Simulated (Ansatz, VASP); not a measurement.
Co: VASP beside Ansatz

```
Co
1.0
     2.47056    0.00000    0.00000
    -1.23528    2.13957    0.00000
     0.00000    0.00000    8.08823
Co
4
Direct
  0.00000 0.00000 0.00000
  0.33333 0.66667 0.25000
  0.00000 0.00000 0.50000
  0.66667 0.33333 0.75000
```

Alike in both runs: task single point; functional r2SCAN; k mesh 9 × 9 × 2; occupations gaussian, width 0.1 eV; collinear spin.

|  | VASP | Ansatz |
| --- | --- | --- |
| version | VASP 6.6.1 | Ansatz 0.2.0 |
| potentials or method | VASP PAW PBE potentials, release 64 (Co), cutoff 660 eV | scalar-relativistic, plane waves, PAW |
| valence electrons in the cell | 36 | 68 |

Ansatz gave:

```
gap on the k mesh at the Fermi level (eV)                     : none
pressure (GPa)                                                : 1.0
traceless stress, the component that is largest in VASP (GPa) : -1.36
net moment per atom (μB)                                      : 1.83
size of the moment on the site where the two differ most (μB) : 1.96
```

Problem. What did VASP give for the same quantities?

Solution. gap on the k mesh at the Fermi level (eV): none; pressure (GPa): 0.9; traceless stress, the component that is largest in VASP (GPa): -1.30; net moment per atom (μB): 1.82; size of the moment on the site where the two differ most (μB): 1.89.

VASP's potentials were made for PBE, not for r2SCAN. Site moments also hang on the region over which each program counts them. A gap of «none» marks a metal or a gap that the smearing closes. VASP's potentials hold 36 valence electrons a cell and Ansatz's 68, so a difference there can come from the potentials and not from the codes. Ansatz's warnings: stability check not made.

The k mesh is coarse, so the values compare programs but aren't converged.
